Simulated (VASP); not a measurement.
**CdS: single point with r2SCAN**

Crystal: CdS.

```xyz
2
Lattice="4.3172 0.0000 0.0000 -2.1586 3.7388 0.0000 0.0000 0.0000 5.8805" Properties=species:S:1:pos:R:3 pbc="T T T"
Cd    0.0000    0.0000    2.6033
S     2.1586    1.2463    2.5540
```

```
Program                : VASP 6.6.1
Task                   : single point
Functional             : r2SCAN
Potentials or basis    : VASP PAW PBE potentials, release 64 (Cd, S)
Cutoff                 : 520 eV
k mesh                 : 6 × 6 × 4
Occupations            : fermi-dirac, width 0.1 eV
Spin                   : no spin polarisation
Dipole correction      : no
Further INCAR settings : ALGO = Normal; EDIFF = 1e-07; NBANDS = 16
```

* Pressure: -1.7 GPa
* Largest force: 0.023 eV/Å
* Band gap on the k mesh: 1.83 eV, indirect (the least direct gap lies 3.9 meV higher)

Forces on the atoms (eV/Å):
```
Cd   0.000  0.000 -0.023
S    0.000  0.000  0.023
```

Stress tensor (GPa, compression positive):
```
-2.49  0.00  0.00
 0.00 -2.49  0.00
 0.00  0.00 -0.08
```

Levels at points of the mesh, in eV from the valence-band top:
```
           k point  band 6  band 7  band 8  band 9  band 10  band 11  band 12  band 13
(0.00, 0.00, 0.00)   -7.14   -0.96    0.00    0.00     1.83     5.94     7.41     7.41
(0.50, 0.00, 0.00)   -6.92   -3.45   -1.24   -0.12     4.05     5.61     7.06     7.89
(0.00, 0.00, 0.50)   -7.14   -1.16    0.00    0.00     2.11     5.39     7.46     7.46
(0.50, 0.00, 0.50)   -6.92   -3.42   -1.23   -0.22     4.21     4.68     8.11     8.36
```

It took 70 s on 1 thread of Intel(R) Xeon(R) 6975P-C (Granite Rapids) (shared host), peak memory 0.23 GiB.

Caveat: the PAW data sets were made with another functional, which shifts forces and pressure a little. A k mesh can miss the band edges.
